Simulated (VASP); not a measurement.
Input of a VASP 6.6.1 run:

INCAR

```
SYSTEM = Na
PREC = Accurate
ENCUT = 520
EDIFF = 1E-6
ISMEAR = 0
SIGMA = 0.05
LREAL = .FALSE.
LASPH = .TRUE.
NELM = 80
ALGO = Normal
ISIF = 2
LWAVE = .FALSE.
LCHARG = .FALSE.
GGA = PE
NBANDS = 10
```

Contents of KPOINTS:

```
regular mesh
0
G
  14 14 14
  0 0 0
```

The input POSCAR:

```
Na
1.0
    0.0000000000      2.6611756821      2.6611756821
    2.6611756821      0.0000000000      2.6611756821
    2.6611756821      2.6611756821      0.0000000000
Na
1
Direct
    0.0000000000      0.0000000000      0.0000000000
```

Potentials or basis: VASP PAW PBE potentials, release 64 (Na_pv).

Run with:

```sh
$ cat potpaw_PBE.64/Na_pv/POTCAR > POTCAR
$ mpirun -np 1 vasp_std > vasp.out
```

Estimate the pressure.

-0.2 GPa.
